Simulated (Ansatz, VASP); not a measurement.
One calculation of NbH2, two programs

File INCAR:

```
PREC = Accurate
ENCUT = 520
EDIFF = 1E-7
ISMEAR = 0
SIGMA = 0.1
LREAL = False
LASPH = True
NELM = 100
ALGO = Normal
ISIF = 2
LWAVE = False
LCHARG = False
GGA = PS
NBANDS = 24
```

File KPOINTS:

```
Automatic mesh
0
Gamma
  12 12 8
```

Contents of POSCAR:

```
NbH2
1.0
    2.3606297189      2.3606297189      0.0000000000
   -2.3606297189      2.3606297189      0.0000000000
    0.0000000000      0.0000000000      4.7212594378
Nb H
2 4
Direct
    0.0000000000      0.0000000000      0.0000000000
    0.5000000000      0.5000000000      0.5000000000
    0.0000000000      0.5000000000      0.7500000000
    0.5000000000      0.0000000000      0.7500000000
    0.5000000000      0.0000000000      0.2500000000
    0.0000000000      0.5000000000      0.2500000000
```

Input for Ansatz:

```yaml
crystal:
  lattice:
    - [2.3606297189, 2.3606297189, 0.0]
    - [-2.3606297189, 2.3606297189, 0.0]
    - [0.0, 0.0, 4.7212594378]
  atoms:
    - { symbol: Nb, position: [0.0, 0.0, 0.0] }
    - { symbol: Nb, position: [0.5, 0.5, 0.5] }
    - { symbol: H, position: [0.0, 0.5, 0.75] }
    - { symbol: H, position: [0.5, 0.0, 0.75] }
    - { symbol: H, position: [0.5, 0.0, 0.25] }
    - { symbol: H, position: [0.0, 0.5, 0.25] }
basis:
  ecutwfc: 420
kpoints:
  mp_grid: { grid: [12, 12, 8] }
hamiltonian:
  xc: pbesol
scf:
  occupations: { method: gaussian, width: 0.1 }
output:
  forces: true
  stress: true
  eigenvalues: true
```

Change from the starting cell: equal strain along all axes, cell held, atoms relaxed: +4.5 %.

Alike in both runs: task single point; functional PBEsol; k mesh 12 × 12 × 8; occupations gaussian, width 0.1 eV; no spin polarisation.

|  | VASP | Ansatz |
| --- | --- | --- |
| version | VASP 6.6.1 | Ansatz 0.2.0 |
| potentials or method | VASP PAW PBE potentials, release 64 (Nb_sv, H), cutoff 520 eV | scalar-relativistic, plane waves, PAW |
| valence electrons in the cell | 30 | 30 |

Ansatz gave:

```
gap on the k mesh at the Fermi level (eV) : none
pressure (GPa)                            : -19.3
```

Task: What did VASP give for the same quantities?

Result: gap on the k mesh at the Fermi level (eV): none; pressure (GPa): -19.7.

VASP's potentials were made for PBE, not for PBEsol. A gap of «none» marks a metal or a gap that the smearing closes. The functional is the same, so the differences come from potentials, cutoffs and numerics.
